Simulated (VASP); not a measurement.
Input of a VASP 6.6.1 run:

The input POSCAR:

```
ZrB2
1.0
    3.2293276919     -0.0000000029      0.0000000000
   -1.6146638435      2.7966798198      0.0000000000
    0.0000000000      0.0000000000      3.6222579500
Zr B
1 2
Direct
    0.0000000000      0.0000000000      0.0000000000
    0.3333333333      0.6666666667      0.5000000000
    0.6666666667      0.3333333333      0.5000000000
```

Contents of INCAR.step1:

```
SYSTEM = ZrB2
ALGO = Normal
EDIFF = 1E-4
ENCUT = 520
GGA = PE
ISMEAR = -1
LASPH = .TRUE.
LCHARG = .FALSE.
LREAL = .FALSE.
LWAVE = .TRUE.
NBANDS = 16
NELM = 100
PREC = Accurate
SIGMA = 0.1
```

INCAR.step2

```
SYSTEM = ZrB2
ALGO = Normal
EDIFF = 1E-7
ENCUT = 520
ISIF = 2
ISMEAR = -1
ISTART = 1
LASPH = .TRUE.
LCHARG = .FALSE.
LMIXTAU = .TRUE.
LREAL = .FALSE.
LWAVE = .FALSE.
METAGGA = R2SCAN
NBANDS = 16
NELM = 100
PREC = Accurate
SIGMA = 0.1
```

KPOINTS

```
k-points
0
G
  12 12 10
  0 0 0
```

Potentials or basis: VASP PAW PBE potentials, release 64 (Zr_sv, B).

Launch:

```sh
$ cat potpaw_PBE.64/Zr_sv/POTCAR potpaw_PBE.64/B/POTCAR > POTCAR
$ cp INCAR.step1 INCAR
$ mpirun -np 1 vasp_std > vasp.out
$ cp INCAR.step2 INCAR
$ mpirun -np 1 vasp_std > vasp.out
```

Problem. Estimate the band gap on the k mesh.

Solution. Zero (band 9 reaches 10.52 eV, above the bottom of band 10 at 9.40 eV).

Problem. What does it give for the pressure?

Solution. -12.6 GPa.

Stress tensor (GPa, compression positive):
```
-13.05   0.00   0.00
  0.00 -13.05   0.00
  0.00   0.00 -11.80
```

Caveat: the PAW data sets were made with another functional, which shifts forces and pressure a little.
